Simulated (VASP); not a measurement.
Input of a VASP 6.6.1 run:

File POSCAR:

```
Mg
1.0
    3.1720232863      0.0000000000      0.0000000000
   -1.5860116431      2.7470527473      0.0000000000
    0.0000000000      0.0000000000      5.1412049000
Mg
2
Direct
    0.3333333300      0.6666666700      0.2500000000
    0.6666666700      0.3333333300      0.7500000000
```

File INCAR.step1:

```
  ALGO = Normal
  EDIFF = 1E-4
  ENCUT = 600
  GGA = PE
  ISMEAR = 0
  LASPH = T
  LCHARG = F
  LREAL = F
  LWAVE = T
  NELM = 100
  PREC = Accurate
  SIGMA = 0.1
```

INCAR.step2

```
  ALGO = Normal
  EDIFF = 1E-7
  EDIFFG = -0.005
  ENCUT = 600
  IBRION = 2
  ISIF = 3
  ISMEAR = 0
  ISTART = 1
  LASPH = T
  LCHARG = F
  LMIXTAU = T
  LREAL = F
  LWAVE = F
  METAGGA = R2SCAN
  NELM = 100
  NSW = 100
  PREC = Accurate
  SIGMA = 0.1
```

Contents of KPOINTS:

```
k-points
0
Gamma
  15 15 8
```

Potentials or basis: VASP PAW PBE potentials, release 64 (Mg).

Run with:

```sh
$ cat potpaw_PBE.64/Mg/POTCAR > POTCAR
$ cp INCAR.step1 INCAR
$ mpirun -np 1 vasp_std > vasp.out
$ cp INCAR.step2 INCAR
$ mpirun -np 1 vasp_std > vasp.out
```

**Question.** Predict the relaxed volume.

**Answer.** 22.40 Å³/atom.

**Question.** Estimate the band gap on the k mesh.

**Answer.** Zero (band 2 reaches 3.68 eV, above the bottom of band 3 at 1.73 eV).

**Question.** Estimate the relaxed cell.

**Answer.** a = 3.187 Å, b = 3.187 Å, c = 5.094 Å, α = 90.00°, β = 90.00°, γ = 120.00°.

**Question.** Predict the space group after relaxing (to 0.05 Å).

**Answer.** P6_3/mmc (No. 194).

Step by step:
```
step  energy change (eV)  largest force (eV/Å)  pressure (GPa)  volume (Å³)
   1              0.0000                0.0000            0.00        44.80
   2             -0.0007                0.0000            0.00        44.80
   3             -0.0011                0.0000           -0.01        44.80
```

Caveat: the PAW data sets were made with another functional, which shifts forces and pressure a little.
